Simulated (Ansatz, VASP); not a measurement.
**InSb in VASP and in Ansatz**

INCAR

```
PREC     = Accurate       # precision mode
ENCUT    = 520            # plane-wave cutoff, eV
EDIFF    = 1E-8           # SCF threshold, eV
ISMEAR   = -1             # smearing method
SIGMA    = 0.08           # smearing width, eV
LREAL    = F              # projectors in reciprocal space
LASPH    = T              # aspherical terms in the spheres
NELM     = 60             # most SCF steps
ALGO     = Normal         # electronic algorithm
ISIF     = 2              # what is computed and relaxed
LWAVE    = F              # write WAVECAR
LCHARG   = F              # write CHGCAR
GGA      = PE             # functional
LEFG     = T            
NBANDS   = 26             # bands
```

KPOINTS

```
regular mesh
0
Gamma
  6 6 11
```

The input POSCAR:

```
InSb
1.0
    5.4274949263      0.0000000000      0.0000000000
    0.0000000000      5.7871665146      0.0000000000
    0.0000000000      0.0000000000      3.1033072539
In Sb
2 2
Direct
    0.0000000000      0.0000000000      0.0000000000
    0.5000000000      0.5000000000      0.0000000000
    0.5000000000      0.0000000000      0.8350000000
    0.0000000000      0.5000000000      0.1650000000
```

Input for Ansatz:

```yaml
crystal:
  lattice:
    - [5.4274949263, 0.0, 0.0]
    - [0.0, 5.7871665146, 0.0]
    - [0.0, 0.0, 3.1033072539]
  atoms:
    - { symbol: In, position: [0.0, 0.0, 0.0] }
    - { symbol: In, position: [0.5, 0.5, 0.0] }
    - { symbol: Sb, position: [0.5, 0.0, 0.835] }
    - { symbol: Sb, position: [0.0, 0.5, 0.165] }
kpoints:
  mp_grid: { grid: [6, 6, 11] }
scf:
  occupations: { method: fermi_dirac, width: 0.08 }
hamiltonian:
  xc: pbe
  pseudopotentials: { kind: paw }
output:
  forces: true
  stress: true
  eigenvalues: true
  efg: { contact_densities: true }
```

Change from the starting cell: volume scaled by 1.04, PAW files.

Alike in both runs: task electric field gradients; functional PBE; k mesh 6 × 6 × 11; occupations fermi-dirac, width 0.08 eV; no spin polarisation.

|  | VASP | Ansatz |
| --- | --- | --- |
| version | VASP 6.6.1 | Ansatz 0.2.0 |
| potentials or method | VASP PAW PBE potentials, release 64 (In_d, Sb) | PAW with Ansatz's default frozen-core files, scalar-relativistic |
| plane-wave cutoff (eV) | 520 | 420 |
| valence electrons in the cell | 36 | 56 |

VASP gave:

- pressure (GPa): 13.4
- traceless stress, the component that is largest in VASP (GPa): 10.54
- rms of the force components (eV/Å): 0.284
- size of Vzz on the site where it differs most (V/Å²): 80.1

**Question.** Estimate Ansatz's values.

**Answer.** Pressure (GPa): 13.4; traceless stress, the component that is largest in VASP (GPa): 10.57; rms of the force components (eV/Å): 0.284; size of Vzz on the site where it differs most (V/Å²): 73.3.

Atom by atom the forces differ by 0.001 eV/Å (rms over components). With one functional, cell and mesh, what is left measures potentials, basis and numerics. VASP's potentials hold 36 valence electrons a cell and Ansatz's 56, so a difference there can come from the potentials and not from the codes.

Spin-orbit coupling is off throughout.
